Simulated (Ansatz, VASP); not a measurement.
## One calculation of InSb3, two programs

```
In Sb
1.0
     0.00000    3.66207    3.66207
     3.66207    0.00000    3.66207
     3.66207    3.66207    0.00000
In Sb
1 3
Direct
  0.00000 0.00000 0.00000
  0.25000 0.25000 0.25000
  0.75000 0.75000 0.75000
  0.50000 0.50000 0.50000
```

Alike in both runs: functional PBEsol; dispersion D3(BJ); k mesh 10 × 10 × 10; occupations gaussian, width 0.1 eV; no spin polarisation.

Ansatz relaxed the structure, and its values are those at the end. VASP's run is a single point on that final structure, the one shown.

```csv
,VASP,Ansatz
version,VASP 6.6.1,Ansatz 0.2.0
potentials or method,"VASP PAW PBE potentials, release 64 (In_d, Sb), cutoff 500 eV","scalar-relativistic, plane waves, PAW"
valence electrons in the cell,28,58
```

|  | VASP | Ansatz | Ansatz less VASP |
| --- | --- | --- | --- |
| gap on the k mesh at the Fermi level (eV) | none | none | - |
| pressure (GPa) | 0.0 | 0.0 | -0.03 |

VASP's potentials were made for PBE, not for PBEsol. A gap of «none» marks a metal or a gap that the smearing closes. VASP's potentials hold 28 valence electrons a cell and Ansatz's 58, so a difference there can come from the potentials and not from the codes.

Neither program's run includes spin-orbit coupling.
